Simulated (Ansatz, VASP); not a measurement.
# InSb3 in VASP and in Ansatz

The input POSCAR:

```
InSb3
1.0
    4.8063670000      0.0000000000      0.0000000000
    0.0000000000      4.8063670000      0.0000000000
    0.0000000000      0.0000000000      4.8063670000
In Sb
1 3
Direct
    0.0000000000      0.0000000000      0.0000000000
    0.5000000000      0.0000000000      0.5000000000
    0.0000000000      0.5000000000      0.5000000000
    0.5000000000      0.5000000000      0.0000000000
```

INCAR.step1

```
ALGO = Normal ; EDIFF = 1E-4
ENCUT = 600 ; GGA = PE
ISMEAR = 0 ; LASPH = True
LCHARG = False ; LREAL = False
LWAVE = True ; NELM = 60
PREC = Accurate ; SIGMA = 0.1
```

File INCAR.step2:

```
ALGO = Normal ; EDIFF = 1E-7
EDIFFG = -0.005 ; ENCUT = 600
IBRION = 2 ; ISIF = 3
ISMEAR = 0 ; ISTART = 1
LASPH = True ; LCHARG = False
LMIXTAU = True ; LREAL = False
LWAVE = False ; METAGGA = R2SCAN
NELM = 60 ; NSW = 100
PREC = Accurate ; SIGMA = 0.1
```

File KPOINTS:

```
k-points
0
Gamma
  10 10 10
```

Input for Ansatz:

```yaml
crystal:
  lattice:
    - [4.806367, 0.0, 0.0]
    - [0.0, 4.806367, 0.0]
    - [0.0, 0.0, 4.806367]
  atoms:
    - { symbol: In, position: [0.0, 0.0, 0.0] }
    - { symbol: Sb, position: [0.5, 0.0, 0.5] }
    - { symbol: Sb, position: [0.0, 0.5, 0.5] }
    - { symbol: Sb, position: [0.5, 0.5, 0.0] }
basis:
  ecutwfc: 500
kpoints:
  mp_grid: { grid: [10, 10, 10] }
hamiltonian:
  xc: r2scan
scf:
  occupations: { method: gaussian, width: 0.1 }
output:
  forces: true
  stress: true
  eigenvalues: true
  write_density: true
  write_potential: true
  elf: true
  volumetric_format: npy
relax:
  adjacent_minimum: "off"
  f_tol: 0.005
  max_steps: 80
  cell: { stress_tol: 0.05 }
```

Alike in both runs: task relaxation of cell and atoms; functional r2SCAN; k mesh 10 × 10 × 10; occupations gaussian, width 0.1 eV; no spin polarisation.

|  | VASP | Ansatz |
| --- | --- | --- |
| version | VASP 6.6.1 | Ansatz 0.2.0 |
| potentials or method | VASP PAW PBE potentials, release 64 (In_d, Sb), cutoff 600 eV | scalar-relativistic, plane waves, PAW |
| valence electrons in the cell | 28 | 58 |

VASP gave:

* gap on the k mesh at the Fermi level, each at its own relaxed structure (eV): none
* relaxed volume (Å³/atom): 27.47
* relaxed cell length with the largest relative difference (Å): 4.790

Question: What did Ansatz give for the same quantities?

Answer: gap on the k mesh at the Fermi level, each at its own relaxed structure (eV): none; relaxed volume (Å³/atom): 27.48; relaxed cell length with the largest relative difference (Å): 4.791.

VASP's potentials were made for PBE, not for r2SCAN. A gap of «none» marks a metal or a gap that the smearing closes. VASP's potentials hold 28 valence electrons a cell and Ansatz's 58, so a difference there can come from the potentials and not from the codes.

Spin-orbit coupling is off throughout.
